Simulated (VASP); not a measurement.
# BaTiO3 in VASP: single point with PBE

Aim: the single point of BaTiO3 with PBE.

All numbers are computed with VASP 6.6.1; they aren't measurements. Logs are shortened: lines on timing, memory, paths and dates and some standing lists are left out, and cuts for length are marked.

**1. The cell of the first run**

The typed cell holds 10 atoms: a = 5.727 Å, b = 5.755 Å, c = 5.727 Å, α = 60.20°, β = 59.98°, γ = 60.19°.

**2. Single point, PBE**

The input, INCAR:

```
SYSTEM = BaTiO3
PREC = Accurate
ENCUT = 520
EDIFF = 1E-6
ISMEAR = -1
SIGMA = 0.05
LREAL = .FALSE.
LASPH = .TRUE.
NELM = 100
ALGO = Normal
ISIF = 2
LWAVE = .FALSE.
LCHARG = .TRUE.
GGA = PE
LELF = .TRUE.
LVHAR = .TRUE.
NBANDS = 51
```

The input, KPOINTS:

```
regular mesh
0
G
  5 5 5
  0 0 0
```

The input, POSCAR:

```
BaTiO3
1.0
    2.8623222031     -4.9606363809      0.0016885924
    5.7548074050      0.0174146154     -0.0128458800
    2.8618472588     -1.6554178580      4.6761403764
Ba Ti O
2 2 6
Direct
    1.0067891115      0.9883233099      0.9983124945
    0.5067855038      0.4883286823      0.4983114226
    0.7639725502      0.7169012154      0.7555319834
    0.2639732045      0.2169027316      0.2555311773
   -0.0069911513      0.5184885211      0.9844750569
    0.4930081976      0.0184920829      0.4844730681
    0.5036988179      0.5184689239     -0.0153835236
    1.0037039380      0.0184697317      0.4846169557
    0.4931813763      1.0184614580     -0.0048841134
    0.9931784515      0.5184633432      0.4951154685
```

Potentials or basis: VASP PAW PBE potentials, release 64 (Ba_sv, Ti_sv, O).

Launch:

```sh
$ cat potpaw_PBE.64/Ba_sv/POTCAR potpaw_PBE.64/Ti_sv/POTCAR potpaw_PBE.64/O/POTCAR > POTCAR
$ mpirun -np 1 vasp_std > vasp.out
```

OUTCAR:

```text
SYSTEM = BaTiO3
   PREC = Accurate
   ENCUT = 520
   EDIFF = 1E-6
   ISMEAR = -1
   LREAL = .FALSE.
   LASPH = .TRUE.
   NELM = 100
   ISIF = 2
   GGA = PE

 ion  position               nearest neighbor table
   1  0.007  0.988  0.998-  10 2.78   7 2.78   5 2.78   6 2.87   8 2.87   6 2.87   9 2.87   9 2.87
                             8 2.87   5 2.97   7 2.98  10 2.98   3 3.43   4 3.48   4 3.48   4 3.48
   2  0.507  0.488  0.498-   9 2.78   8 2.78   6 2.78   5 2.87   7 2.87   5 2.87  10 2.87  10 2.87
                             7 2.87   6 2.97   8 2.98   9 2.98   4 3.43   3 3.48   3 3.48   3 3.48
   3  0.764  0.717  0.756-   5 1.87   7 1.87  10 1.87   9 2.20   8 2.21   6 2.21   1 3.43   2 3.48
                             2 3.48   2 3.48   1 3.54   1 3.55   1 3.55   2 3.64
   4  0.264  0.217  0.256-   6 1.87   8 1.87   9 1.87  10 2.20   7 2.21   5 2.21   2 3.43   1 3.48
                             1 3.48   1 3.48   2 3.54   2 3.55   2 3.55   1 3.64
   5  0.993  0.518  0.984-   3 1.87   4 2.21   1 2.78   2 2.87   2 2.87   1 2.97
   6  0.493  0.018  0.484-   4 1.87   3 2.21   2 2.78   1 2.87   1 2.87   2 2.97
   7  0.504  0.518  0.985-   3 1.87   4 2.21   1 2.78   2 2.87   2 2.87   1 2.98
   8  0.004  0.018  0.485-   4 1.87   3 2.21   2 2.78   1 2.87   1 2.87   2 2.98
   9  0.493  0.018  0.995-   4 1.87   3 2.20   2 2.78   1 2.87   1 2.87   2 2.98
  10  0.993  0.518  0.495-   3 1.87   4 2.20   1 2.78   2 2.87   2 2.87   1 2.98

  LATTYP: Found a triclinic cell.
 ALAT       =     5.7271986651
 B/A-ratio  =     0.9996061004
 C/A-ratio  =     1.0048277400
 COS(alpha) =     0.0001584873
 COS(beta)  =     0.4971517656
 COS(gamma) =     0.4998630985

  Lattice vectors:

 A1 = (   2.8623222031,  -4.9606363809,   0.0016885924)
 A2 = (   0.0004749443,  -3.3052185229,  -4.6744517840)
 A3 = (   5.7548074050,   0.0174146154,  -0.0128458800)

Analysis of symmetry for initial positions (statically):
=====================================================================
 Subroutine PRICEL returns:
 Original cell was already a primitive cell.

 Routine SETGRP: Setting up the symmetry group for a
 triclinic supercell.

 Subroutine GETGRP returns: Found  1 space group operations
 (whereof  1 operations were pure point group operations)
 out of a pool of  2 trial point group operations.

The static configuration has the point symmetry C_1 .

Analysis of symmetry for dynamics (positions and initial velocities):
=====================================================================
 Subroutine PRICEL returns:
 Original cell was already a primitive cell.

 Routine SETGRP: Setting up the symmetry group for a
 triclinic supercell.

 Subroutine GETGRP returns: Found  1 space group operations
 (whereof  1 operations were pure point group operations)
[... 132 lines left out ...]
   EFERMI =   0.00;   METHOD = LEGACY
   ISMEAR =    -1;   SIGMA  =   0.05  broadening in eV -4-tet -1-fermi 0-gaus
   EFERMI_NEDOS =   21; number of points for ismear=-14 and -15
   IALGO  =     38    algorithm
   IMIX   =      4    mixing-type and parameters
     AMIX     =   0.40;   BMIX     =  1.00
     AMIX_MAG =   1.60;   BMIX_MAG =  1.00
  volume/ion in A,a.u.               =      13.38        90.31
  Fermi-wavevector in a.u.,A,eV,Ry     =   1.379070  2.606065 25.876032  1.901835
  Thomas-Fermi vector in A             =   2.504074
   LORBIT       =      0    0 simple, 1 ext, 2 COOP (PROOUT), +10 PAW based schemes
   GGA     = PE    functional components
   LHFCALC =     F    Hartree Fock is set to
   AEXX    =    0.0000 exact exchange contribution
   IVDW    =     0    specifies the selected vdW correction
   LEPSILON=     F    determine dielectric tensor
   LRPA    =     F    only Hartree local field effects (RPA)
 non-spin polarized calculation
  energy-cutoff  :      520.00
  volume of cell :      133.83
 maximum number of plane-waves:      3628
 NGX is ok and might be reduce to    48
   NGX = 21   NGY = 21   NGZ = 21

 number of electron      80.0000008 magnetization

 Free energy of the ion-electron system (eV)
  ---------------------------------------------------
  ext. energy  EPLUGINS =         0.00000000
  ---------------------------------------------------
  free energy    TOTEN  =       -80.10959415 eV

  energy without entropy =      -80.10959415  energy(sigma->0) =      -80.10959415

 E-fermi :   4.5946     XC(G=0): -11.0073

 val. band max:        3.4284095229   @ k =   0.0000   0.0000   0.0000
 cond. band min:       6.0098161100   @ k =   0.0000   0.0000   0.0000
 fundamental gap:      2.5814065870
 Fermi energy:         4.5945935438

 k-point     1 :       0.0000    0.0000    0.0000
  band No.  band energies     occupation
      1     -52.8624      2.00000
      2     -52.8600      2.00000
      3     -29.1569      2.00000
      4     -29.1550      2.00000
      5     -29.1542      2.00000
      6     -29.1187      2.00000
[... 1285 lines left out ...]
     50       9.9453      0.00000
     51      10.2006      0.00000

 [... further k-points ...]

------------------------ aborting loop because EDIFF is reached ----------------------------------------

  FORCE on cell =-STRESS in cart. coord.  units (eV):
  Direction    XX          YY          ZZ          XY          YZ          ZX
  --------------------------------------------------------------------------------------
  -------------------------------------------------------------------------------------
  Total        1.3082977      1.3389339      1.3476255     -0.0303188      0.0151855      0.0221435
  in kB       15.6625279     16.0292945     16.1333478     -0.3629670      0.1817958      0.2650951
  external PRESSURE =      15.9417234 kB  Pullay stress =       0.0000000 kB

 VOLUME and BASIS-vectors are now :
 -----------------------------------------------------------------------------
  energy-cutoff  :      520.00
  volume of cell :      133.83
      direct lattice vectors                 reciprocal lattice vectors
     2.862322203 -4.960636381  0.001688592     0.000449583 -0.201351985 -0.071556515
     5.754807405  0.017414615 -0.012845880     0.173307469  0.099975575 -0.070673274
     2.861847259 -1.655417858  4.676140376     0.000475933  0.000347354  0.213683271

 POSITION                                       TOTAL-FORCE (eV/Angst)
 -----------------------------------------------------------------------------------
      8.56406     -1.66909      4.65556         0.034586      0.020548     -0.014557
      5.68691     -3.33039      2.32476         0.034445      0.020392     -0.014516
      8.47458     -5.02803      3.52505         0.073462      0.043648     -0.030855
      2.73510     -1.72871      1.19256         0.073568      0.043533     -0.031050
      8.64353     -6.54664      4.59856        -0.015809     -0.045103      0.031883
      2.90405     -3.24732      2.26606        -0.015760     -0.045353      0.032049
      7.24326     -4.11959      4.59840        -0.046081      0.007853      0.031279
      1.50379     -0.82030      2.26591        -0.046398      0.008094      0.031453
      4.36576     -4.09350      4.65390        -0.046062     -0.026809     -0.017885
      7.24340     -5.73739      2.31025        -0.045952     -0.026803     -0.017801
 -----------------------------------------------------------------------------------
    total drift:                               -0.000575     -0.000444     -0.000297

  FREE ENERGIE OF THE ION-ELECTRON SYSTEM (eV)
  ---------------------------------------------------
  free  energy   TOTEN  =       -80.1095941494 eV

  energy  without entropy=      -80.1095941494  energy(sigma->0) =      -80.10959415
```

OSZICAR:

```text
N       E                     dE             d eps       ncg     rms          rms(c)
DAV:   1     0.100205776406E+04    0.10021E+04   -0.40006E+04  6426   0.169E+03
DAV:   2     0.517544546789E+02   -0.95030E+03   -0.89012E+03  7225   0.483E+02
DAV:   3    -0.914914040986E+02   -0.14325E+03   -0.14081E+03  8460   0.182E+02
DAV:   4    -0.100815880332E+03   -0.93245E+01   -0.93051E+01  9996   0.434E+01
DAV:   5    -0.101233409606E+03   -0.41753E+00   -0.41728E+00  8924   0.780E+00    0.332E+01
DAV:   6    -0.800476204933E+02    0.21186E+02   -0.11913E+02  9614   0.748E+01    0.142E+01
DAV:   7    -0.805161682207E+02   -0.46855E+00   -0.26439E+01  9200   0.296E+01    0.989E+00
DAV:   8    -0.801091438923E+02    0.40702E+00   -0.14305E+00  9412   0.832E+00    0.532E+00
DAV:   9    -0.801301516333E+02   -0.21008E-01   -0.66918E-01 10388   0.569E+00    0.192E+00
DAV:  10    -0.801182490316E+02    0.11903E-01   -0.24211E-01  9185   0.443E+00    0.800E-01
DAV:  11    -0.801097945859E+02    0.84544E-02   -0.36318E-02  9332   0.115E+00    0.227E-01
DAV:  12    -0.801096539313E+02    0.14065E-03   -0.38877E-03  8608   0.450E-01    0.110E-01
DAV:  13    -0.801095933484E+02    0.60583E-04   -0.43243E-04  8502   0.196E-01    0.327E-02
DAV:  14    -0.801095921336E+02    0.12149E-05   -0.16607E-04  9518   0.884E-02    0.111E-02
DAV:  15    -0.801095950956E+02   -0.29621E-05   -0.18196E-05  9348   0.386E-02    0.122E-02
DAV:  16    -0.801095954418E+02   -0.34616E-06   -0.14473E-05  8759   0.368E-02    0.111E-02
DAV:  17    -0.801095940132E+02    0.14286E-05   -0.30230E-06  5768   0.164E-02    0.108E-03
DAV:  18    -0.801095941494E+02   -0.13619E-06   -0.71707E-07  3789   0.559E-03
   1 F= -.80109594E+02 E0= -.80109594E+02  d E =-.109472E-10
```

stdout:

```text
POSCAR found type information on POSCAR BaTiO
 POSCAR found :  3 types and      10 ions
 scaLAPACK will be used
 LDA part: xc-table for (Slater+PW92), standard interpolation
 POSCAR, INCAR and KPOINTS ok, starting setup
 FFT: planning ... GRIDC
 FFT: planning ... GRID_SOFT
 FFT: planning ... GRID
 WAVECAR not read
 entering main loop
```

Run time: 13 min. Hardware: 1 thread of Intel Xeon 6975P-C, shared host; peak memory 0.55 GiB.

Results:

```yaml
Free_energy: -80.1096 eV
Pressure: 1.6 GPa
Largest_force: 0.091 eV/Å
Band_gap_on_the_k_mesh: 2.58 eV
```

Forces in eV/Å, atoms in the order of the input:
```
Ba   0.035  0.021 -0.015
Ba   0.034  0.020 -0.015
Ti   0.073  0.044 -0.031
Ti   0.074  0.044 -0.031
O   -0.016 -0.045  0.032
O   -0.016 -0.045  0.032
O   -0.046  0.008  0.031
O   -0.046  0.008  0.031
O   -0.046 -0.027 -0.018
O   -0.046 -0.027 -0.018
```

Levels at points of the mesh, in eV from the valence-band top:
| k point | band 36 | band 37 | band 38 | band 39 | band 40 | band 41 | band 42 | band 43 | band 44 | band 45 |
| --- | --- | --- | --- | --- | --- | --- | --- | --- | --- | --- |
| (0.00, 0.00, 0.00) | -0.54 | -0.54 | -0.04 | -0.03 | 0.00 | 2.58 | 2.59 | 2.76 | 4.16 | 4.38 |

Caveat: spin-orbit coupling is left out, which moves the levels of the heavy elements.
